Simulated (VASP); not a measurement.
Wanted: the native input for a VASP 6.6.1 run.

* Task: single point
* Functional: PBE
* Potentials or basis: VASP PAW PBE potentials, release 64 (Ga_d, Mo_sv)
* Cutoff: 520 eV
* k mesh: 10 × 10 × 4
* Occupations: gaussian, width 0.1 eV
* Spin: no spin polarisation
* Dipole correction: no
* Further INCAR settings: ALGO = Fast; EDIFF = 1e-07; NBANDS = 48

The structure of Ga5Mo lies in POSCAR:

```
Ga5Mo
1.0
    3.5077540001      0.0000000000      0.0000000000
    0.0000000000      3.5077540001      0.0000000000
    0.0000000000      0.0000000000      8.0377380302
Ga Mo
5 1
Direct
    0.5000000000      0.5000000000      0.1582240702
    0.0000000000      0.0000000000      0.3299442918
    0.5000000000      0.5000000000      0.8417759298
    0.0000000000      0.0000000000      0.6700557082
    0.5000000000      0.5000000000      0.5000000000
    0.0000000000      0.0000000000      0.0000000000
```

The input as run:

INCAR

```
SYSTEM = Ga5Mo
ALGO     = Fast           ! electronic algorithm
EDIFF    = 1E-7           ! SCF threshold, eV
ENCUT    = 520            ! plane-wave cutoff, eV
GGA      = PE             ! functional
ISIF     = 2              ! what is computed and relaxed
ISMEAR   = 0              ! smearing method
LASPH    = .True.         ! aspherical terms in the spheres
LCHARG   = .False.        ! write CHGCAR
LREAL    = .False.        ! projectors in reciprocal space
LWAVE    = .False.        ! write WAVECAR
NBANDS   = 48             ! bands
NELM     = 100            ! most SCF steps
PREC     = Accurate       ! precision mode
SIGMA    = 0.1            ! smearing width, eV
```

KPOINTS

```
k-points
0
Gamma
  10 10 4
  0 0 0
```

Potentials or basis: VASP PAW PBE potentials, release 64 (Ga_d, Mo_sv).

Run with:

```bash
$ cat potpaw_PBE.64/Ga_d/POTCAR potpaw_PBE.64/Mo_sv/POTCAR > POTCAR
$ mpirun -np 1 vasp_std > vasp.out
```

It gave:

The pressure is 0.3 GPa, the largest force is 0.007 eV/Å and the band gap on the k mesh is zero (an odd number of electrons rules out a gap without spin polarisation).

Wall time 11 min on 1 thread of Intel Xeon 8259CL, on a shared host, peak memory 0.37 GiB.
